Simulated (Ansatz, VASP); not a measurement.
# Two plane-wave programs on Pd

INCAR

```
SYSTEM = Pd
PREC = Accurate ; ENCUT = 500
EDIFF = 1E-6 ; ISMEAR = -1
SIGMA = 0.1 ; LREAL = .False.
LASPH = .True. ; NELM = 120
ALGO = Normal ; ISIF = 2
LWAVE = .False. ; LCHARG = .False.
GGA = RP ; NBANDS = 17
GGA_COMPAT = .False.
```

File KPOINTS:

```
Automatic mesh
0
Gamma
  15 15 8
  0 0 0
```

File POSCAR:

```
Pd
1.0
    2.9120413284      0.0000000000      0.0000000000
   -1.4560206642      2.5219017673      0.0000000000
    0.0000000000      0.0000000000      4.8471383482
Pd
2
Direct
    0.3333333333      0.6666666667      0.2500000000
    0.6666666667      0.3333333333      0.7500000000
```

Input for Ansatz:

```yaml
crystal:
  lattice:
    - [2.9120413284, 0.0, 0.0]
    - [-1.4560206642, 2.5219017673, 0.0]
    - [0.0, 0.0, 4.8471383482]
  atoms:
    - { symbol: Pd, position: [0.3333333333, 0.6666666667, 0.25] }
    - { symbol: Pd, position: [0.6666666667, 0.3333333333, 0.75] }
hamiltonian:
  xc: rpbe
  pseudopotentials:
    kind: paw
    azcp:
      Pd: "pseudopotentials/Pd.paw.azcp"
basis:
  ecutwfc: 420
  fft_grid_basis: typed
kpoints:
  mp_grid: { grid: [15, 15, 8], shift: [0, 0, 0] }
magnetization:
  spin_polarized: false
scf:
  occupations: { method: fermi_dirac, width: 0.1 }
  lower_state_search: "off"
output:
  stress: true
```

Alike in both runs: task single point; functional RPBE; k mesh 15 × 15 × 8; occupations fermi-dirac, width 0.1 eV; no spin polarisation.

|  | VASP | Ansatz |
| --- | --- | --- |
| version | VASP 6.6.1 | Ansatz 0.2.0 |
| potentials or method | VASP PAW PBE potentials, release 64 (Pd), cutoff 500 eV | plane waves (420 eV) with PAW, scalar-relativistic |
| valence electrons in the cell | 20 | 36 |

|  | VASP | Ansatz | Ansatz less VASP |
| --- | --- | --- | --- |
| pressure (GPa) | -12.0 | -11.9 | +0.07 |
| traceless stress, the component that is largest in VASP (GPa) | -0.07 | -0.04 | +0.030 |

VASP's potentials were made for PBE, not for RPBE. VASP's potentials hold 20 valence electrons a cell and Ansatz's 36, so a difference there can come from the potentials and not from the codes.
